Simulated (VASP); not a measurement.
P, 8 atoms in the cell. Symmetry: P2_1/c, No. 14, monoclinic system. The conventional cell has a = 11.305 Å, b = 4.558 Å, c = 3.310 Å, α = 90.00°, β = 93.36°, γ = 90.00°. P (site symmetry 1) has 3 P at 2.23 to 2.26 Å within 2.9 Å. Within 2.9 Å of P (site symmetry 1) lie 3 P at 2.23 to 2.26 Å.  This cell differs from its parent crystal: the part above a cut slid along it.

- Program: VASP 6.6.1
- Task: single point
- Functional: PBE
- Potentials or basis: VASP PAW PBE potentials, release 64 (P)
- Cutoff: 520 eV
- k mesh: 10 × 7 × 3
- Occupations: gaussian, width 0.03 eV
- Spin: no spin polarisation
- Dipole correction: no
- Further INCAR settings: ALGO = Normal; EDIFF = 1e-06; NBANDS = 30

Potentials or basis: VASP PAW PBE potentials, release 64 (P).

The run is started by

```bash
$ cat potpaw_PBE.64/P/POTCAR > POTCAR
$ mpirun -np 1 vasp_std > vasp.out
```

Hardware: 1 thread of Intel Xeon 8259CL, on a shared host.

Task: How long does it take, and how much memory?

Result: Wall time 9 min on 1 thread of Intel Xeon 8259CL (shared host), peak memory 0.37 GiB. Counts: scf iterations 14, k points 64.
